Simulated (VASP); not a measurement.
# Pt (Fm-3m) in VASP: further runs, part 2 of 2

VASP 6.6.1. The steps go on from the part before.

### Step 5. Single point, PBEsol (17.06 Å³/atom)

This run uses another cell than the first one, of 17.06 Å³/atom.

Contents of INCAR:

```
  PREC = Accurate
  ENCUT = 520
  EDIFF = 1E-6
  ISMEAR = 0
  SIGMA = 0.15
  LREAL = False
  LASPH = True
  NELM = 100
  ALGO = Fast
  ISIF = 2
  LWAVE = False
  LCHARG = True
  GGA = PS
  LELF = True
  LVHAR = True
  NBANDS = 11
```

Contents of KPOINTS:

```
Automatic mesh
0
Gamma
  22 22 22
```

Contents of POSCAR:

```
Pt
1.0
    0.0000000000      2.0434252976      2.0434252976
    2.0434252976      0.0000000000      2.0434252976
    2.0434252976      2.0434252976      0.0000000000
Pt
1
Direct
    0.0000000000      0.0000000000      0.0000000000
```

Potentials or basis: VASP PAW PBE potentials, release 64 (Pt).

Run with:

```console
$ cat potpaw_PBE.64/Pt/POTCAR > POTCAR
$ mpirun -np 1 vasp_std > vasp.out
```

OUTCAR:

```text
PREC = Accurate
   ENCUT = 520
   EDIFF = 1E-6
   ISMEAR = 0
   LREAL = False
   LASPH = True
   NELM = 100
   ISIF = 2
   GGA = PS

 ion  position               nearest neighbor table
   1  0.000  0.000  0.000-

  LATTYP: Found a face centered cubic cell.
 ALAT       =     4.0868505952

  Lattice vectors:

 A1 = (   0.0000000000,   2.0434252976,   2.0434252976)
 A2 = (   2.0434252976,   0.0000000000,   2.0434252976)
 A3 = (   2.0434252976,   2.0434252976,   0.0000000000)

Analysis of symmetry for initial positions (statically):
=====================================================================
 Subroutine PRICEL returns:
 Original cell was already a primitive cell.

 Routine SETGRP: Setting up the symmetry group for a
 face centered cubic supercell.

 Subroutine GETGRP returns: Found 48 space group operations
 (whereof 48 operations were pure point group operations)
 out of a pool of 48 trial point group operations.

The static configuration has the point symmetry O_h .

Analysis of symmetry for dynamics (positions and initial velocities):
=====================================================================
 Subroutine PRICEL returns:
 Original cell was already a primitive cell.

 Routine SETGRP: Setting up the symmetry group for a
 face centered cubic supercell.

 Subroutine GETGRP returns: Found 48 space group operations
 (whereof 48 operations were pure point group operations)
 out of a pool of 48 trial point group operations.

The dynamic configuration has the point symmetry O_h .

 Subroutine INISYM returns: Found 48 space group operations
 (whereof 48 operations are pure point group operations),
 and found     1 'primitive' translations

----------------------------------------------------------------------------------------

                                     Primitive cell

  volume of cell :      17.0650

  direct lattice vectors                    reciprocal lattice vectors
     0.000000000  2.043425298  2.043425298    -0.244687193  0.244687193  0.244687193
     2.043425298  0.000000000  2.043425298     0.244687193 -0.244687193  0.244687193
     2.043425298  2.043425298  0.000000000     0.244687193  0.244687193 -0.244687193

  length of vectors
     2.889839770  2.889839770  2.889839770     0.423810650  0.423810650  0.423810650

  position of ions in fractional coordinates (direct lattice)
     0.000000000  0.000000000  0.000000000

  ion indices of the primitive-cell ions
   primitive index   ion index
                 1           1

----------------------------------------------------------------------------------------

 KPOINTS: Automatic mesh

Automatic generation of k-mesh.
 Grid dimensions read from file:
 generate k-points for:   22   22   22

 Generating k-lattice:

  Cartesian coordinates                     Fractional coordinates (reciprocal lattice)
    -0.011122145  0.011122145  0.011122145     0.045454545  0.000000000  0.000000000
     0.011122145 -0.011122145  0.011122145     0.000000000  0.045454545  0.000000000
     0.011122145  0.011122145 -0.011122145     0.000000000  0.000000000  0.045454545

  Length of vectors
     0.019264120  0.019264120  0.019264120

  Shift w.r.t. Gamma in fractional coordinates (k-lattice)
     0.000000000  0.000000000  0.000000000

 Subroutine IBZKPT returns following result:
 ===========================================

 Found    328 irreducible k-points:

 Following reciprocal coordinates:
            Coordinates               Weight
  0.000000  0.000000  0.000000      1.000000
  0.045455  0.000000  0.000000      8.000000
  0.090909  0.000000  0.000000      8.000000
  0.136364  0.000000  0.000000      8.000000
  0.181818  0.000000  0.000000      8.000000
  0.227273  0.000000  0.000000      8.000000
[... 16 lines left out ...]
  0.500000  0.045455  0.000000     24.000000
 -0.454545  0.045455  0.000000     24.000000
 [... further k-points ...]
   k-points           NKPTS =    328   k-points in BZ     NKDIM =    328   number of bands    NBANDS=     11
   number of dos      NEDOS =    301   number of ions     NIONS =      1
   total plane-waves  NPLWV =  13824
   dimension x,y,z NGX =    24 NGY =   24 NGZ =   24
   dimension x,y,z NGXF=    48 NGYF=   48 NGZF=   48
   ions per type =               1
   NGX,Y,Z   is equivalent  to a cutoff of  13.81, 13.81, 13.81 a.u.
   NGXF,Y,Z  is equivalent  to a cutoff of  27.61, 27.61, 27.61 a.u.
 SYSTEM =  unknown system
   PREC   = accura    normal or accurate (medium, high low for compatibility)
   ISTART =      0    job   : 0-new  1-cont  2-samecut
   ICHARG =      2    charge: 1-file 2-atom 10-const
   ISPIN  =      1    spin polarized calculation?
   LNONCOLLINEAR =      F non collinear calculations
   LSORBIT =      F    spin-orbit coupling
   LASPH  =      T    aspherical Exc in radial PAW
   ENCUT  =  520.0 eV  38.22 Ry    6.18 a.u.   5.37  5.37  5.37*2*pi/ulx,y,z
   NELM   =    100;   NELMIN=  2; NELMDL= -5     # of ELM steps
   EDIFF  = 0.1E-05   stopping-criterion for ELM
   LREAL  =      F    real-space projection
   EDIFFG = 0.1E-04   stopping-criterion for IOM
   NSW    =      0    number of steps for IOM
   IBRION =     -1    ionic relax: 0-MD 1-quasi-New 2-CG
   NFREE  =      0    steps in history (QN), initial steepest desc. (CG)
   ISIF   =      2    stress and relaxation
   ISYM   =      2    0-nonsym 1-usesym 2-fastsym
   POTIM  = 0.5000    time-step for ionic-motion
   TEBEG  =    0.0;   TEEND  =   0.0 temperature during run
   PSTRESS=    0.0 pullay stress
   NELECT =      10.0000    total number of electrons
   NUPDOWN=      -1.0000    fix difference up-down
   EMIN   =  10.00;   EMAX   =-10.00  energy-range for DOS
   EFERMI =   0.00;   METHOD = LEGACY
   ISMEAR =     0;   SIGMA  =   0.15  broadening in eV -4-tet -1-fermi 0-gaus
   EFERMI_NEDOS =   21; number of points for ismear=-14 and -15
   IALGO  =     68    algorithm
   IMIX   =      4    mixing-type and parameters
     AMIX     =   0.40;   BMIX     =  1.00
     AMIX_MAG =   1.60;   BMIX_MAG =  1.00
  volume/ion in A,a.u.               =      17.06       115.16
  Fermi-wavevector in a.u.,A,eV,Ry     =   1.369954  2.588838 25.535070  1.876775
  Thomas-Fermi vector in A             =   2.495784
   LORBIT       =      0    0 simple, 1 ext, 2 COOP (PROOUT), +10 PAW based schemes
   GGA     = PS    functional components
   LHFCALC =     F    Hartree Fock is set to
   AEXX    =    0.0000 exact exchange contribution
   IVDW    =     0    specifies the selected vdW correction
   LEPSILON=     F    determine dielectric tensor
   LRPA    =     F    only Hartree local field effects (RPA)
 non-spin polarized calculation
 RMM-DIIS sequential band-by-band and
 Gauss-broadening in eV      SIGMA  =   0.15
  energy-cutoff  :      520.00
  volume of cell :       17.06
 maximum number of plane-waves:       477
 NGX is ok and might be reduce to    24
   NGX = 11   NGY = 11   NGZ = 11

 number of electron      10.0000000 magnetization

 Free energy of the ion-electron system (eV)
  ---------------------------------------------------
  ext. energy  EPLUGINS =         0.00000000
  ---------------------------------------------------
  free energy    TOTEN  =        -6.78600152 eV

  energy without entropy =       -6.76123108  energy(sigma->0) =       -6.77361630

 E-fermi :   8.8629     XC(G=0): -12.9057

 val. band max:        8.8610716384   @ k =  -0.3636   0.4091   0.0455
 cond. band min:       8.8666941664   @ k =   0.5000   0.5000   0.0000
 fundamental gap:      0.0056225279
 Fermi energy:         8.8629073176

 k-point     1 :       0.0000    0.0000    0.0000
  band No.  band energies     occupation
      1      -0.1009      2.00000
      2       5.7608      2.00000
      3       5.7608      2.00000
      4       5.7608      2.00000
      5       7.5373      2.00000
      6       7.5373      2.00000
      7      23.7460      0.00000
      8      28.0133      0.00000
      9      28.0133      0.00000
     10      28.0133      0.00000
     11      32.8837      0.00000

 k-point     2 :       0.0455    0.0000    0.0000
  band No.  band energies     occupation
      1      -0.0268      2.00000
      2       5.7307      2.00000
      3       5.7890      2.00000
      4       5.7890      2.00000
      5       7.5226      2.00000
      6       7.5226      2.00000
      7      23.8504      0.00000
      8      27.5458      0.00000
      9      28.1154      0.00000
     10      28.1154      0.00000
     11      33.3511      0.00000
[... 295 lines left out ...]
 k-point    24 :      -0.4545    0.0455    0.0000
  band No.  band energies     occupation
      1       2.7633      2.00000
      2       5.6952      2.00000
      3       5.7754      2.00000
      4       8.0486      2.00000
      5       8.8105      1.37878
      6       9.5349      0.00000
      7      14.0283      0.00000
      8      23.3837      0.00000
      9      26.5811      0.00000
     10      27.0272      0.00000
     11      35.1456      0.00000

 [... further k-points ...]
[... 5 lines left out ...]
  --------------------------------------------------------------------------------------
  -------------------------------------------------------------------------------------
  Total       -2.7686425     -2.7686425     -2.7686425      0.0000000     -0.0000000      0.0000000
  in kB     -259.9388395   -259.9388395   -259.9388395      0.0000000     -0.0000000      0.0000000
  external PRESSURE =    -259.9388395 kB  Pullay stress =       0.0000000 kB

 VOLUME and BASIS-vectors are now :
 -----------------------------------------------------------------------------
  energy-cutoff  :      520.00
  volume of cell :       17.06
      direct lattice vectors                 reciprocal lattice vectors
     0.000000000  2.043425298  2.043425298    -0.244687193  0.244687193  0.244687193
     2.043425298  0.000000000  2.043425298     0.244687193 -0.244687193  0.244687193
     2.043425298  2.043425298  0.000000000     0.244687193  0.244687193 -0.244687193

 POSITION                                       TOTAL-FORCE (eV/Angst)
 -----------------------------------------------------------------------------------
      0.00000      0.00000      0.00000         0.000000      0.000000      0.000000
 -----------------------------------------------------------------------------------
    total drift:                               -0.000000      0.000000     -0.000000

  FREE ENERGIE OF THE ION-ELECTRON SYSTEM (eV)
  ---------------------------------------------------
  free  energy   TOTEN  =        -6.7860015223 eV

  energy  without entropy=       -6.7612310797  energy(sigma->0) =       -6.77361630
```

stdout:

```text
POSCAR found type information on POSCAR Pt
 POSCAR found :  1 types and       1 ions
 scaLAPACK will be used
 -----------------------------------------------------------------------------
|                                                                             |
|                                                                             |
|     You enforced a specific xc type in the INCAR file but a different       |
|     I HOPE YOU KNOW WHAT YOU ARE DOING!                                     |
|                                                                             |
 -----------------------------------------------------------------------------

 LDA part: xc-table for (Slater+PW92), standard interpolation
 POSCAR, INCAR and KPOINTS ok, starting setup
 FFT: planning ... GRIDC
 FFT: planning ... GRID_SOFT
 FFT: planning ... GRID
 WAVECAR not read
 entering main loop
```

It took 49 s on 1 thread of Intel Xeon 8259CL, shared host; peak memory 0.19 GiB.

Results:

```
Free energy            : -6.7860 eV
Pressure               : -26.0 GPa
Band gap on the k mesh : zero (bands 5 and 6 overlap by 1.79 eV)
```

Levels at points of the mesh, in eV from the Fermi level:
```csv
k point,band 2,band 3,band 4,band 5,band 6,band 7,band 8,band 9
"(0.00, 0.00, 0.00)",-3.10,-3.10,-3.10,-1.33,-1.33,14.88,19.15,19.15
"(0.50, 0.00, 0.00)",-3.14,-3.14,-0.04,0.03,0.03,4.93,14.40,18.05
"(0.50, 0.50, 0.00)",-5.45,0.00,0.38,0.38,1.96,7.58,10.94,10.94
```

Caveat: the cell stands under tension; the PAW data sets were made with another functional, which shifts forces and pressure a little; spin-orbit coupling is left out, which moves the levels of the heavy elements.

### Step 6. Single point, PBEsol (17.74 Å³/atom)

This run uses another cell than the first one, of 17.74 Å³/atom.

Contents of INCAR:

```
ALGO = Normal
EDIFF = 1E-6
ENCUT = 520
GGA = PS
ISIF = 2
ISMEAR = 0
LASPH = T
LCHARG = F
LREAL = F
LWAVE = F
NBANDS = 11
NELM = 60
PREC = Accurate
SIGMA = 0.15
```

Contents of KPOINTS:

```
k-points
0
Gamma
  22 22 22
```

Contents of POSCAR:

```
Pt
1.0
    0.0000000000      2.0700977806      2.0700977806
    2.0700977806      0.0000000000      2.0700977806
    2.0700977806      2.0700977806      0.0000000000
Pt
1
Direct
    0.0000000000      0.0000000000      0.0000000000
```

Potentials or basis: VASP PAW PBE potentials, release 64 (Pt).

Run with:

```console
$ cat potpaw_PBE.64/Pt/POTCAR > POTCAR
$ mpirun -np 1 vasp_std > vasp.out
```

Run time: 47 s. Hardware: 1 thread of Intel Xeon 8259CL, shared host; peak memory 0.2 GiB.

The run converged. Its results:

```yaml
Free_energy: -6.6667 eV
Pressure: -30.4 GPa
Band_gap_on_the_k_mesh: zero (bands 5 and 6 overlap by 1.67 eV)
```

Levels at points of the mesh, in eV from the Fermi level:
```
           k point  band 2  band 3  band 4  band 5  band 6  band 7  band 8  band 9
(0.00, 0.00, 0.00)   -2.91   -2.91   -2.91   -1.24   -1.24   14.93   18.98   18.98
(0.50, 0.00, 0.00)   -2.94   -2.94    0.02    0.02    0.11    4.68   14.43   17.75
(0.50, 0.50, 0.00)   -5.11    0.00    0.35    0.35    2.04    7.22   10.81   10.81
```

Caveat: the cell stands under tension; the PAW data sets were made with another functional, which shifts forces and pressure a little; spin-orbit coupling is left out, which moves the levels of the heavy elements.

### Step 7. Overview

| cell | gap on the mesh (eV) | pressure (GPa) |
| --- | --- | --- |
| a = 2.770 Å, angles 60.0°, 1 atom | none | -0.3 |
| a = 2.811 Å, angles 60.0°, 1 atom | none | -11.5 |
| a = 2.851 Å, angles 60.0°, 1 atom | none | -19.9 |
| a = 2.890 Å, angles 60.0°, 1 atom | none | -26.0 |
| a = 2.928 Å, angles 60.0°, 1 atom | none | -30.4 |

Alike in all rows: task single point; level PBEsol; potentials or basis VASP PAW PBE potentials, release 64 (Pt); no spin polarisation; k mesh 22 × 22 × 22; cutoff (eV) 520; smearing gaussian 0.15 eV.

Caveats: the PAW data sets were made with another functional, which shifts forces and pressure a little; spin-orbit coupling is left out, which moves the levels of the heavy elements; the cell stands under tension (at least some runs).

Absolute energies hang on the potentials; compare differences alone.
